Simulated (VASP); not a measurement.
Set up this calculation in VASP 6.6.1, as the native input.

- Task: single point
- Functional: PBE
- Potentials or basis: VASP PAW PBE potentials, release 64 (Pb_d, O)
- Cutoff: 520 eV
- k mesh: 8 × 8 × 6
- Occupations: gaussian, width 0.05 eV
- Spin: no spin polarisation
- Dipole correction: no
- Further INCAR settings: ALGO = Normal; EDIFF = 1e-07; NBANDS = 28

The structure of PbO lies in POSCAR:

```
PbO
1.0
    4.1731200000      0.0000000000      0.0000000000
    0.0000000000      4.1731200000      0.0000000000
    0.0000000000      0.0000000000      5.1475500000
Pb O
2 2
Direct
    0.0000000000      0.5000000000      0.2351000000
    0.5000000000      0.0000000000      0.7649000000
    0.0000000000      0.0000000000      0.0000000000
    0.5000000000      0.5000000000      0.0000000000
```

This cell differs from its parent crystal: strain +0.050 along x and y, +0.025 along z.

These files were run (other wordings do the same):

INCAR

```
SYSTEM = PbO
ALGO     = Normal         ! electronic algorithm
EDIFF    = 1E-7           ! SCF threshold, eV
ENCUT    = 520            ! plane-wave cutoff, eV
GGA      = PE             ! functional
ISIF     = 2              ! what is computed and relaxed
ISMEAR   = 0              ! smearing method
LASPH    = .True.         ! aspherical terms in the spheres
LCHARG   = .True.         ! write CHGCAR
LELF     = .True.         ! ELF
LREAL    = .False.        ! projectors in reciprocal space
LVHAR    = .True.       
LWAVE    = .False.        ! write WAVECAR
NBANDS   = 28             ! bands
NELM     = 80             ! most SCF steps
PREC     = Accurate       ! precision mode
SIGMA    = 0.05           ! smearing width, eV
```

KPOINTS

```
k-points
0
Gamma
  8 8 6
  0 0 0
```

Potentials or basis: VASP PAW PBE potentials, release 64 (Pb_d, O).

Command:

```bash
$ cat potpaw_PBE.64/Pb_d/POTCAR potpaw_PBE.64/O/POTCAR > POTCAR
$ mpirun -np 1 vasp_std > vasp.out
```

Results of the run:

```yaml
Pressure: -4.1 GPa
Largest_force: 0.877 eV/Å
Band_gap_on_the_k_mesh: 1.44 eV (least direct gap 2.01 eV)
```

Caveat: the cell differs from its parent crystal (strain +0.050 along x and y, +0.025 along z); the cell stands under tension; spin-orbit coupling is left out, which moves the levels of the heavy elements.

Wall time 3.2 min on 1 thread of Intel Xeon 8259CL, with other jobs on the host, peak memory 0.27 GiB.
